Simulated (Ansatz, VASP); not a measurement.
One calculation of CoSi2, two programs

Contents of INCAR:

```
PREC = Accurate ; ENCUT = 520
EDIFF = 1E-6 ; ISMEAR = 0
SIGMA = 0.15 ; LREAL = False
LASPH = True ; NELM = 80
ALGO = Normal ; ISIF = 2
LWAVE = False ; LCHARG = True
GGA = PE ; LELF = True
LVHAR = True ; NBANDS = 16
```

KPOINTS

```
regular mesh
0
Gamma
  16 16 16
```

File POSCAR:

```
CoSi2
1.0
    0.0000000000      2.8139360127      2.7469375362
    2.8139360127      0.0000000000      2.7469375362
    2.8139360127      2.8139360127      0.0000000000
Co Si
1 2
Direct
    0.0000000000      0.0000000000      0.0000000000
    0.2500000000      0.2500000000      0.2500000000
    0.7500000000      0.7500000000      0.7500000000
```

Input for Ansatz:

```yaml
crystal:
  lattice:
    - [0.0, 2.8139360127, 2.7469375362]
    - [2.8139360127, 0.0, 2.7469375362]
    - [2.8139360127, 2.8139360127, 0.0]
  atoms:
    - { symbol: Co, position: [0.0, 0.0, 0.0] }
    - { symbol: Si, position: [0.25, 0.25, 0.25] }
    - { symbol: Si, position: [0.75, 0.75, 0.75] }
basis:
  ecutwfc: 420
kpoints:
  mp_grid: { grid: [16, 16, 16] }
hamiltonian:
  xc: pbe
scf:
  occupations: { method: gaussian, width: 0.15 }
output:
  forces: true
  stress: true
  eigenvalues: true
```

Change from the starting cell: strain +0.050 along x and y, +0.025 along z, atoms carried along.

Alike in both runs: task single point; functional PBE; k mesh 16 × 16 × 16; occupations gaussian, width 0.15 eV; no spin polarisation.

|  | VASP | Ansatz |
| --- | --- | --- |
| version | VASP 6.6.1 | Ansatz 0.2.0 |
| potentials or method | VASP PAW PBE potentials, release 64 (Co, Si), cutoff 520 eV | scalar-relativistic, plane waves, PAW |
| valence electrons in the cell | 17 | 25 |

Ansatz gave:

| Item | Value |
| --- | --- |
| gap on the k mesh at the Fermi level (eV) | none |
| pressure (GPa) | -16.0 |
| traceless stress, the component that is largest in VASP (GPa) | 1.03 |

Problem. Estimate VASP's values.

Solution. gap on the k mesh at the Fermi level (eV): none; pressure (GPa): -16.1; traceless stress, the component that is largest in VASP (GPa): 1.02.

A gap of «none» marks a metal or a gap that the smearing closes. VASP's potentials hold 17 valence electrons a cell and Ansatz's 25, so a difference there can come from the potentials and not from the codes.
